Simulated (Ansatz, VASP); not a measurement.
**Two plane-wave programs on CsBr**

File POSCAR:

```
CsBr
1.0
    4.4073839693      0.0000000000      0.0000000000
    0.0000000000      4.4073839693      0.0000000000
    0.0000000000      0.0000000000      4.4073839693
Cs Br
1 1
Direct
    0.0000000000      0.0000000000      0.0000000000
    0.5000000000      0.5000000000      0.5000000000
```

File INCAR.step1:

```
SYSTEM = CsBr
PREC = Accurate
ENCUT = 550
ISMEAR = 0
SIGMA = 0.02
LREAL = .FALSE.
LASPH = .TRUE.
NELM = 120
NBANDS = 15
GGA = PE
ALGO = Normal
EDIFF = 1E-5
LWAVE = .TRUE.
LCHARG = .FALSE.
GGA_COMPAT = .FALSE.
```

Contents of INCAR.step2:

```
SYSTEM = CsBr
PREC = Accurate
ENCUT = 550
EDIFF = 1E-6
ISMEAR = 0
SIGMA = 0.02
LREAL = .FALSE.
LASPH = .TRUE.
NELM = 120
ALGO = Normal
ISIF = 2
LWAVE = .FALSE.
LCHARG = .FALSE.
METAGGA = R2SCAN
LMIXTAU = .TRUE.
NBANDS = 15
ISTART = 1
GGA_COMPAT = .FALSE.
```

File KPOINTS:

```
Automatic mesh
0
G
  6 6 6
  0 0 0
```

Input for Ansatz:

```yaml
crystal:
  lattice:
    - [4.4073839693, 0.0, 0.0]
    - [0.0, 4.4073839693, 0.0]
    - [0.0, 0.0, 4.4073839693]
  atoms:
    - { symbol: Cs, position: [0.0, 0.0, 0.0] }
    - { symbol: Br, position: [0.5, 0.5, 0.5] }
basis:
  ecutwfc: 500
kpoints:
  mp_grid: { grid: [6, 6, 6] }
hamiltonian:
  xc: r2scan
scf:
  occupations: { method: gaussian, width: 0.02 }
output:
  forces: true
  stress: true
  eigenvalues: true
```

Alike in both runs: task single point; functional r2SCAN; k mesh 6 × 6 × 6; occupations gaussian, width 0.02 eV; no spin polarisation.

|  | VASP | Ansatz |
| --- | --- | --- |
| version | VASP 6.6.1 | Ansatz 0.2.0 |
| potentials or method | VASP PAW PBE potentials, release 64 (Cs_sv, Br), cutoff 550 eV | scalar-relativistic, plane waves, PAW |
| valence electrons in the cell | 16 | 16 |

|  | VASP | Ansatz | Ansatz less VASP |
| --- | --- | --- | --- |
| gap on the k mesh at the Fermi level (eV) | 4.93 | 4.95 | +0.014 |
| least direct gap on the mesh (eV) | 4.96 | 4.97 | +0.012 |
| pressure (GPa) | -0.7 | -0.8 | -0.03 |

VASP's potentials were made for PBE, not for r2SCAN. The functional is the same, so the differences come from potentials, cutoffs and numerics.

Spin-orbit coupling is off throughout.
